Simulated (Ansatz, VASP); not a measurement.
## One calculation of KTaO3, two programs

The input INCAR:

```
  ALGO = Normal
  EDIFF = 1E-7
  ENCUT = 520
  GGA = PE
  ISIF = 2
  ISMEAR = 0
  LASPH = True
  LCHARG = False
  LREAL = False
  LWAVE = False
  NBANDS = 27
  NELM = 60
  PREC = Accurate
  SIGMA = 0.05
```

The input KPOINTS:

```
k-points
0
Gamma
  8 8 8
```

The input POSCAR:

```
KTaO3
1.0
    3.7431111446      0.0000000000      0.0000000000
    0.0000000000      4.1186297142      0.0000000000
    0.0000000000      0.0000000000      4.0248506931
K Ta O
1 1 3
Direct
    0.5000000000      0.5000000000      0.5000000000
    0.0000000000      0.0000000000      0.0000000000
    0.5000000000      0.0000000000      0.0000000000
    0.0000000000      0.5000000000      0.0000000000
    0.0000000000      0.0000000000      0.5000000000
```

Input for Ansatz:

```yaml
crystal:
  lattice:
    - [3.7431111446, 0.0, 0.0]
    - [0.0, 4.1186297142, 0.0]
    - [0.0, 0.0, 4.0248506931]
  atoms:
    - { symbol: K, position: [0.5, 0.5, 0.5] }
    - { symbol: Ta, position: [0.0, 0.0, 0.0] }
    - { symbol: O, position: [0.5, 0.0, 0.0] }
    - { symbol: O, position: [0.0, 0.5, 0.0] }
    - { symbol: O, position: [0.0, 0.0, 0.5] }
basis:
  ecutwfc: 520.0
kpoints:
  mp_grid: { grid: [8, 8, 8] }
hamiltonian:
  xc: pbe
scf:
  occupations: { method: gaussian, width: 0.05 }
output:
  forces: true
  stress: true
  eigenvalues: true
```

Change from the starting cell: normal strain along x -0.0700, normal strain along y +0.0233.

Alike in both runs: task single point; functional PBE; k mesh 8 × 8 × 8; occupations gaussian, width 0.05 eV; no spin polarisation.

|  | VASP | Ansatz |
| --- | --- | --- |
| version | VASP 6.6.1 | Ansatz 0.2.0 |
| potentials or method | VASP PAW PBE potentials, release 64 (K_sv, Ta_pv, O), cutoff 520 eV | scalar-relativistic, plane waves, PAW |
| valence electrons in the cell | 38 | 40 |

Ansatz gave:

* gap on the k mesh at the Fermi level (eV): 2.10
* least direct gap on the mesh (eV): 2.63
* pressure (GPa): 13.5
* traceless stress, the component that is largest in VASP (GPa): 26.22

**Question.** What did VASP give for the same quantities?

**Answer.** gap on the k mesh at the Fermi level (eV): 2.06; least direct gap on the mesh (eV): 2.59; pressure (GPa): 14.3; traceless stress, the component that is largest in VASP (GPa): 26.69.

VASP's potentials hold 38 valence electrons a cell and Ansatz's 40, so a difference there can come from the potentials and not from the codes.

Neither program's run includes spin-orbit coupling.
